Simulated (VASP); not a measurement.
A run of VASP 6.6.1 is set up as follows.

INCAR

```
PREC = Accurate
ENCUT = 520
EDIFF = 1E-7
ISMEAR = -1
SIGMA = 0.05
LREAL = False
LASPH = True
NELM = 150
ALGO = Normal
ISIF = 2
LWAVE = False
LCHARG = False
ISPIN = 2
MAGMOM = 1.707 1.707 1.725 1.725
LORBIT = 11
LMAXMIX = 4
GGA = PE
NBANDS = 30
```

Contents of KPOINTS:

```
Automatic mesh
0
Gamma
  16 16 5
```

Contents of POSCAR:

```
Co
1.0
    2.4614520643      0.0000000000      0.0000000000
   -1.2307260322      2.1316800179      0.0000000000
    0.0000000000      0.0000000000      7.9724962499
Co
4
Direct
    0.0000000000      1.0000000000      0.0000000000
    1.0000000000      1.0000000000      0.5000000000
    0.3333333333      0.6666666667      0.2500000000
    0.6666666667      0.3333333333      0.7500000000
```

Potentials or basis: VASP PAW PBE potentials, release 64 (Co).

Run with:

```console
$ cat potpaw_PBE.64/Co/POTCAR > POTCAR
$ mpirun -np 1 vasp_std > vasp.out
```

Task: Predict the pressure.

Result: 8.2 GPa.

Task: Estimate the net moment.

Result: 6.35 μB per cell.

Task: Estimate the site moments.

Result: Co +1.59, +1.61 (each value once) μB.

Stress tensor (GPa, compression positive):
```
7.99 0.00 0.00
0.00 7.99 0.00
0.00 0.00 8.76
```

Caveat: the cell stands under pressure.
